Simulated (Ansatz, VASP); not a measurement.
Two plane-wave programs on KI

```xyz
2
Lattice="3.5328 3.5328 0.0000 -3.5328 3.5328 0.0000 0.0000 3.5328 3.5328" Properties=species:S:1:pos:R:3 pbc="T T T"
K     0.0000    0.0000    0.0000
I     0.0000    3.5328    0.0000
```

Alike in both runs: task relaxation of cell and atoms; functional PBEsol; k mesh 10 × 10 × 10; occupations fermi-dirac, width 0.1 eV; no spin polarisation.

|  | VASP | Ansatz |
| --- | --- | --- |
| version | VASP 6.6.1 | Ansatz 0.2.0 |
| potentials or method | VASP PAW PBE potentials, release 64 (K_sv, I) | PAW with Ansatz's default frozen-core files, scalar-relativistic |
| plane-wave cutoff (eV) | 600 | 420 |
| valence electrons in the cell | 16 | 26 |

Ansatz gave:

* relaxed volume (Å³/atom): 42.97
* relaxed length of the cell vector where the two differ most in proportion (Å): 4.953

Task: Estimate VASP's values.

Result: Relaxed volume (Å³/atom): 43.16; relaxed length of the cell vector where the two differ most in proportion (Å): 4.961.

VASP's potentials were made for PBE, not for PBEsol. VASP's potentials hold 16 valence electrons a cell and Ansatz's 26, so a difference there can come from the potentials and not from the codes.

Neither program's run includes spin-orbit coupling.
